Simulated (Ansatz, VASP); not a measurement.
**Two plane-wave programs on WSe4**

Contents of INCAR:

```
ALGO = Normal ; EDIFF = 1E-6
EDIFFG = -0.01 ; ENCUT = 600
GGA = PE ; IBRION = 2
ISIF = 3 ; ISMEAR = 0
LASPH = T ; LCHARG = F
LREAL = F ; LWAVE = F
NELM = 80 ; NSW = 100
PREC = Accurate ; SIGMA = 0.1
```

The input KPOINTS:

```
k-points
0
Gamma
  8 8 8
```

POSCAR

```
WSe4
1.0
    4.9105174648      0.0000000000      0.0000000000
    0.0000000000      4.9105174648      0.0000000000
    0.0000000000      0.0000000000      4.9105174648
W Se
1 4
Direct
    0.0000000000      0.0000000000      0.0000000000
    0.5000000000      0.0000000000      0.0000000000
    0.0000000000      0.5000000000      0.0000000000
    0.0000000000      0.0000000000      0.5000000000
    0.5000000000      0.5000000000      0.5000000000
```

Input for Ansatz:

```yaml
crystal:
  lattice:
    - [4.9105174648, 0.0, 0.0]
    - [0.0, 4.9105174648, 0.0]
    - [0.0, 0.0, 4.9105174648]
  atoms:
    - { symbol: W, position: [0.0, 0.0, 0.0] }
    - { symbol: Se, position: [0.5, 0.0, 0.0] }
    - { symbol: Se, position: [0.0, 0.5, 0.0] }
    - { symbol: Se, position: [0.0, 0.0, 0.5] }
    - { symbol: Se, position: [0.5, 0.5, 0.5] }
basis:
  ecutwfc: 420
kpoints:
  mp_grid: { grid: [8, 8, 8] }
hamiltonian:
  xc: pbe
scf:
  occupations: { method: gaussian, width: 0.1 }
output:
  forces: true
  stress: true
  eigenvalues: true
relax:
  adjacent_minimum: "off"
  f_tol: 0.01
  max_steps: 80
  cell: { stress_tol: 0.05 }
```

Change from the starting cell: species swapped into the Co4N type (Pm-3m, No. 221).

Alike in both runs: task relaxation of cell and atoms; functional PBE; k mesh 8 × 8 × 8; occupations gaussian, width 0.1 eV; no spin polarisation.

```csv
,VASP,Ansatz
version,VASP 6.6.1,Ansatz 0.2.0
potentials or method,"VASP PAW PBE potentials, release 64 (W_sv, Se), cutoff 600 eV","scalar-relativistic, plane waves, PAW"
valence electrons in the cell,38,78
```

|  | VASP | Ansatz | Ansatz less VASP |
| --- | --- | --- | --- |
| gap on the k mesh at the Fermi level, each at its own relaxed structure (eV) | none | none | - |
| relaxed volume (Å³/atom) | 23.68 | 23.63 | -0.056 |
| relaxed cell length with the largest relative difference (Å) | 4.911 | 4.907 | -0.0038 |

A gap of «none» marks a metal or a gap that the smearing closes. VASP's potentials hold 38 valence electrons a cell and Ansatz's 78, so a difference there can come from the potentials and not from the codes.

Neither program's run includes spin-orbit coupling. Noted on VASP's run: the relaxation stopped at its first step, so nothing moved.
